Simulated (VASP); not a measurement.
# NiO (Fm-3m) in VASP: single point with LDA+U

Aim: the single point of NiO with LDA+U.

All numbers are computed with VASP 6.6.1; they aren't measurements. Logs are shortened: lines on timing, memory, paths and dates and some standing lists are left out, and cuts for length are marked.

## 1. The cell of the first run

Symmetry: Fm-3m, No. 225, cubic system. Conventional cell: a = 4.183 Å, b = 4.183 Å, c = 4.183 Å, α = 90.00°, β = 90.00°, γ = 90.00°. Ni (site symmetry m-3m) has 6 O at 2.09 Å within 2.8 Å. O (site symmetry m-3m) has 6 Ni at 2.09 Å within 2.8 Å.

## 2. Single point, LDA+U

File INCAR:

```
ALGO = Normal ; EDIFF = 1E-6
ENCUT = 1340 ; GGA = CA
GGA_COMPAT = F ; ISIF = 2
ISMEAR = 0 ; LASPH = T
LCHARG = F ; LDAU = T
LDAUJ = 0 0 ; LDAUL = 2 -1
LDAUPRINT = 1 ; LDAUTYPE = 2
LDAUU = 4 0 ; LMAXMIX = 4
LREAL = F ; LWAVE = F
NBANDS = 32 ; NELM = 200
PREC = Accurate ; SIGMA = 0.05
```

File KPOINTS:

```
k-points
0
Gamma
  8 8 8
```

File POSCAR:

```
NiO
1.0
    0.0000000000      2.0913095100      2.0913095100
    2.0913095100      0.0000000000      2.0913095100
    4.1826190200      4.1826190200      0.0000000000
Ni O
2 2
Direct
    0.0000000000      0.0000000000      0.0000000000
    0.0000000000      0.0000000000      0.5000000000
    0.5000000000      0.5000000000      0.2500000000
    0.5000000000      0.5000000000      0.7500000000
```

Potentials or basis: VASP PAW LDA potentials, release 64 (Ni_sv_GW, O_h).

Started as:

```bash
$ cat potpaw_LDA.64/Ni_sv_GW/POTCAR potpaw_LDA.64/O_h/POTCAR > POTCAR
$ mpirun -np 1 vasp_std > vasp.out
```

OUTCAR:

```text
EDIFF = 1E-6
   ENCUT = 1340
   GGA = CA
   ISIF = 2
   ISMEAR = 0
   LASPH = T
   LREAL = F
   NELM = 200
   PREC = Accurate

 ion  position               nearest neighbor table
   1  0.000  0.000  0.000-   4 2.09   3 2.09   4 2.09   3 2.09   4 2.09   3 2.09
   2  0.000  0.000  0.500-   3 2.09   3 2.09   4 2.09   3 2.09   4 2.09   4 2.09
   3  0.500  0.500  0.250-   1 2.09   1 2.09   2 2.09   1 2.09   2 2.09   2 2.09
   4  0.500  0.500  0.750-   2 2.09   1 2.09   2 2.09   1 2.09   2 2.09   1 2.09

  LATTYP: Found a trigonal (rhomboedric) cell.
 ALAT       =     5.1226411937
 COS(alpha) =     0.8333333333

  Lattice vectors:

 A1 = (   4.1826190200,   2.0913095100,  -2.0913095100)
 A2 = (   2.0913095100,   2.0913095100,  -4.1826190200)
 A3 = (   2.0913095100,   4.1826190200,  -2.0913095100)

Analysis of symmetry for initial positions (statically):
=====================================================================
 Subroutine PRICEL returns following result:

  LATTYP: Found a face centered cubic cell.
 ALAT       =     4.1826190200

  Lattice vectors:

 A1 = (   0.0000000000,   2.0913095100,   2.0913095100)
 A2 = (   2.0913095100,   0.0000000000,   2.0913095100)
 A3 = (   2.0913095100,   2.0913095100,   0.0000000000)

   2 primitive cells build up your supercell.

 Routine SETGRP: Setting up the symmetry group for a
 trigonal (rhombohedral) supercell.

 Subroutine GETGRP returns: Found 12 space group operations
 (whereof 12 operations were pure point group operations)
 out of a pool of 12 trial point group operations.

The static configuration has the point symmetry D_3d.

Analysis of symmetry for dynamics (positions and initial velocities):
=====================================================================
 Subroutine PRICEL returns following result:

  LATTYP: Found a face centered cubic cell.
 ALAT       =     4.1826190200

  Lattice vectors:

 A1 = (   0.0000000000,   2.0913095100,   2.0913095100)
 A2 = (   2.0913095100,   0.0000000000,   2.0913095100)
 A3 = (   2.0913095100,   2.0913095100,   0.0000000000)

   2 primitive cells build up your supercell.

 Routine SETGRP: Setting up the symmetry group for a
 trigonal (rhombohedral) supercell.

 Subroutine GETGRP returns: Found 12 space group operations
 (whereof 12 operations were pure point group operations)
 out of a pool of 12 trial point group operations.

The dynamic configuration has the point symmetry D_3d.

 Subroutine INISYM returns: Found 12 space group operations
 (whereof 12 operations are pure point group operations),
 and found     2 'primitive' translations

----------------------------------------------------------------------------------------

                                     Primitive cell

  volume of cell :      18.2930

[... 109 lines left out ...]
  volume/ion in A,a.u.               =       9.15        61.72
  Fermi-wavevector in a.u.,A,eV,Ry     =   1.792188  3.386745 43.701074  3.211938
  Thomas-Fermi vector in A             =   2.854603
   LORBIT       =      0    0 simple, 1 ext, 2 COOP (PROOUT), +10 PAW based schemes
 LDA+U is selected, type is set to LDAUTYPE =  2
   angular momentum for each species LDAUL =     2   -1
   U (eV)           for each species LDAUU =   4.0  0.0
   J (eV)           for each species LDAUJ =   0.0  0.0
   GGA     = CA    functional components
   LHFCALC =     F    Hartree Fock is set to
   AEXX    =    0.0000 exact exchange contribution
   IVDW    =     0    specifies the selected vdW correction
   LEPSILON=     F    determine dielectric tensor
   LRPA    =     F    only Hartree local field effects (RPA)
 non-spin polarized calculation
 Gauss-broadening in eV      SIGMA  =   0.05
  energy-cutoff  :     1340.00
  volume of cell :       36.59
 maximum number of plane-waves:      4121
   NGX = 17   NGY = 17   NGZ = 35

atom =   1  type =  1  l = 2

 onsite density matrix

spin component  1

  0.9173  0.0000 -0.0001  0.0000 -0.0000
  0.0000  0.9173 -0.0000 -0.0000  0.0000
 -0.0001 -0.0000  0.6066 -0.0000 -0.0000
  0.0000 -0.0000 -0.0000  0.9173 -0.0000
 -0.0000  0.0000 -0.0000 -0.0000  0.6066

spin component  2

  0.9173  0.0000 -0.0001  0.0000 -0.0000
  0.0000  0.9173 -0.0000 -0.0000  0.0000
 -0.0001 -0.0000  0.6066 -0.0000 -0.0000
  0.0000 -0.0000 -0.0000  0.9173 -0.0000
 -0.0000  0.0000 -0.0000 -0.0000  0.6066

 occupancies and eigenvectors

  o =  0.6066  v =  0.0002  0.0001  1.0000  0.0001  0.0015  0.0000  0.0000  0.0000  0.0000  0.0000      0.0000  0.0000  0.0000  0.0000  0.0000  0.0000  0.0000  0.0000  0.0000  0.0000
  o =  0.6066  v =  0.0000  0.0000  0.0000  0.0000  0.0000  0.0002  0.0001  1.0000  0.0001  0.0015      0.0000  0.0000  0.0000  0.0000  0.0000  0.0000  0.0000  0.0000  0.0000  0.0000
  o =  0.6066  v = -0.0000 -0.0002 -0.0015  0.0002  1.0000  0.0000  0.0000  0.0000  0.0000  0.0000      0.0000  0.0000  0.0000  0.0000  0.0000  0.0000  0.0000  0.0000  0.0000  0.0000
  o =  0.6066  v =  0.0000  0.0000  0.0000  0.0000  0.0000 -0.0000 -0.0002 -0.0015  0.0002  1.0000      0.0000  0.0000  0.0000  0.0000  0.0000  0.0000  0.0000  0.0000  0.0000  0.0000
  o =  0.9173  v =  0.0000  0.0000  0.0000  0.0000  0.0000  0.5774 -0.5774  0.0000 -0.5774 -0.0000      0.0000  0.0000  0.0000  0.0000  0.0000  0.0000  0.0000  0.0000  0.0000  0.0000
  o =  0.9173  v =  0.5774 -0.5774  0.0000 -0.5774 -0.0000  0.0000  0.0000  0.0000  0.0000  0.0000      0.0000  0.0000  0.0000  0.0000  0.0000  0.0000  0.0000  0.0000  0.0000  0.0000
  o =  0.9173  v =  0.0000  0.0000  0.0000  0.0000  0.0000  0.2669  0.8017 -0.0001 -0.5348  0.0002      0.0000  0.0000  0.0000  0.0000  0.0000  0.0000  0.0000  0.0000  0.0000  0.0000
  o =  0.9173  v =  0.2669  0.8017 -0.0001 -0.5348  0.0002  0.0000  0.0000  0.0000  0.0000  0.0000      0.0000  0.0000  0.0000  0.0000  0.0000  0.0000  0.0000  0.0000  0.0000  0.0000
  o =  0.9173  v = -0.7716 -0.1547  0.0002 -0.6170  0.0001  0.0000  0.0000  0.0000  0.0000  0.0000      0.0000  0.0000  0.0000  0.0000  0.0000  0.0000  0.0000  0.0000  0.0000  0.0000
  o =  0.9173  v =  0.0000  0.0000  0.0000  0.0000  0.0000 -0.7716 -0.1547  0.0002 -0.6170  0.0001      0.0000  0.0000  0.0000  0.0000  0.0000  0.0000  0.0000  0.0000  0.0000  0.0000

atom =   2  type =  1  l = 2

 onsite density matrix

spin component  1

  0.9173  0.0000 -0.0001  0.0000 -0.0000
  0.0000  0.9173 -0.0000 -0.0000  0.0000
 -0.0001 -0.0000  0.6066 -0.0000  0.0000
  0.0000 -0.0000 -0.0000  0.9173 -0.0000
 -0.0000  0.0000  0.0000 -0.0000  0.6066

spin component  2

  0.9173  0.0000 -0.0001  0.0000 -0.0000
  0.0000  0.9173 -0.0000 -0.0000  0.0000
 -0.0001 -0.0000  0.6066 -0.0000  0.0000
  0.0000 -0.0000 -0.0000  0.9173 -0.0000
 -0.0000  0.0000  0.0000 -0.0000  0.6066

 occupancies and eigenvectors

  o =  0.6066  v =  0.0000 -0.0002  0.0568  0.0002  0.9984  0.0000  0.0000  0.0000  0.0000  0.0000      0.0000  0.0000  0.0000  0.0000  0.0000  0.0000  0.0000  0.0000  0.0000  0.0000
  o =  0.6066  v =  0.0000  0.0000  0.0000  0.0000  0.0000  0.0000 -0.0002  0.0568  0.0002  0.9984      0.0000  0.0000  0.0000  0.0000  0.0000  0.0000  0.0000  0.0000  0.0000  0.0000
  o =  0.6066  v =  0.0002  0.0001  0.9984  0.0001 -0.0568  0.0000  0.0000  0.0000  0.0000  0.0000      0.0000  0.0000  0.0000  0.0000  0.0000  0.0000  0.0000  0.0000  0.0000  0.0000
  o =  0.6066  v =  0.0000  0.0000  0.0000  0.0000  0.0000  0.0002  0.0001  0.9984  0.0001 -0.0568      0.0000  0.0000  0.0000  0.0000  0.0000  0.0000  0.0000  0.0000  0.0000  0.0000
  o =  0.9173  v =  0.0000  0.0000  0.0000  0.0000  0.0000  0.5774 -0.5774 -0.0000 -0.5774  0.0000      0.0000  0.0000  0.0000  0.0000  0.0000  0.0000  0.0000  0.0000  0.0000  0.0000
  o =  0.9173  v =  0.5774 -0.5774 -0.0000 -0.5774  0.0000  0.0000  0.0000  0.0000  0.0000  0.0000      0.0000  0.0000  0.0000  0.0000  0.0000  0.0000  0.0000  0.0000  0.0000  0.0000
  o =  0.9173  v = -0.7562 -0.1115  0.0002 -0.6447  0.0001  0.0000  0.0000  0.0000  0.0000  0.0000      0.0000  0.0000  0.0000  0.0000  0.0000  0.0000  0.0000  0.0000  0.0000  0.0000
  o =  0.9173  v =  0.0000  0.0000  0.0000  0.0000  0.0000 -0.7562 -0.1115  0.0002 -0.6447  0.0001      0.0000  0.0000  0.0000  0.0000  0.0000  0.0000  0.0000  0.0000  0.0000  0.0000
  o =  0.9173  v =  0.0000  0.0000  0.0000  0.0000  0.0000  0.3078  0.8088 -0.0001 -0.5010  0.0002      0.0000  0.0000  0.0000  0.0000  0.0000  0.0000  0.0000  0.0000  0.0000  0.0000
  o =  0.9173  v =  0.3078  0.8088 -0.0001 -0.5010  0.0002  0.0000  0.0000  0.0000  0.0000  0.0000      0.0000  0.0000  0.0000  0.0000  0.0000  0.0000  0.0000  0.0000  0.0000  0.0000

 number of electron      47.9999994 magnetization

 Free energy of the ion-electron system (eV)
  ---------------------------------------------------
  ext. energy  EPLUGINS =         0.00000000
  ---------------------------------------------------
  free energy    TOTEN  =       -22.50456157 eV

  energy without entropy =      -22.49759513  energy(sigma->0) =      -22.50107835

 E-fermi :   6.8730     XC(G=0): -13.5443

 val. band max:        6.8727418291   @ k =  -0.1250   0.3750   0.1250
 cond. band min:       6.8752554431   @ k =  -0.1250  -0.1250   0.1250
 fundamental gap:      0.0025136140
 Fermi energy:         6.8729928167

 k-point     1 :       0.0000    0.0000    0.0000
  band No.  band energies     occupation
      1     -94.5482      2.00000
      2     -94.5451      2.00000
      3     -55.6057      2.00000
      4     -55.5766      2.00000
      5     -55.5766      2.00000
      6     -55.5719      2.00000
[... 829 lines left out ...]
     31      18.8149      0.00000
     32      20.5755      0.00000

 [... further k-points ...]

------------------------ aborting loop because EDIFF is reached ----------------------------------------

  FORCE on cell =-STRESS in cart. coord.  units (eV):
  Direction    XX          YY          ZZ          XY          YZ          ZX
  --------------------------------------------------------------------------------------
  -------------------------------------------------------------------------------------
  Total       -4.8816847     -4.8816847     -4.8816847     -0.0044270      0.0044270      0.0044270
  in kB     -213.7791651   -213.7791651   -213.7791651     -0.1938685      0.1938685      0.1938685
  external PRESSURE =    -213.7791651 kB  Pullay stress =       0.0000000 kB

 VOLUME and BASIS-vectors are now :
 -----------------------------------------------------------------------------
  energy-cutoff  :     1340.00
  volume of cell :       36.59
      direct lattice vectors                 reciprocal lattice vectors
     0.000000000  2.091309510  2.091309510    -0.239084649  0.239084649  0.239084649
     2.091309510  0.000000000  2.091309510     0.239084649 -0.239084649  0.239084649
     4.182619020  4.182619020  0.000000000     0.119542324  0.119542324 -0.119542324

 POSITION                                       TOTAL-FORCE (eV/Angst)
 -----------------------------------------------------------------------------------
      0.00000      0.00000      0.00000         0.000000      0.000000     -0.000000
      2.09131      2.09131      0.00000        -0.000000     -0.000000     -0.000000
      2.09131      2.09131      2.09131        -0.000000      0.000000      0.000000
      4.18262      4.18262      2.09131         0.000000      0.000000     -0.000000
 -----------------------------------------------------------------------------------
    total drift:                                0.000000      0.000000      0.000000

  FREE ENERGIE OF THE ION-ELECTRON SYSTEM (eV)
  ---------------------------------------------------
  free  energy   TOTEN  =       -22.5045615717 eV

  energy  without entropy=      -22.4975951253  energy(sigma->0) =      -22.50107835
```

Run time: 4.5 min. Hardware: 1 thread of Intel Xeon 6975P-C (Granite Rapids), shared host; peak memory 0.44 GiB.

Results:

```
Free energy            : -22.5046 eV
Pressure               : -21.4 GPa
Band gap on the k mesh : zero (bands 24 and 25 overlap by 0.47 eV)
```

Eigenvalues of the final occupation matrices:
```csv
site,spin,trace,eigenvalues
site 1 d,1,3.97,0.61 0.61 0.92 0.92 0.92
site 1 d,2,3.97,0.61 0.61 0.92 0.92 0.92
site 2 d,1,3.97,0.61 0.61 0.92 0.92 0.92
site 2 d,2,3.97,0.61 0.61 0.92 0.92 0.92
```

Caveat: the cell stands under tension; the run has no spin polarisation, though such a crystal can be magnetic; U without spin polarisation on a metal has little footing. Spin polarisation is off, so any magnetic state and its effect on volume and gap are missing.
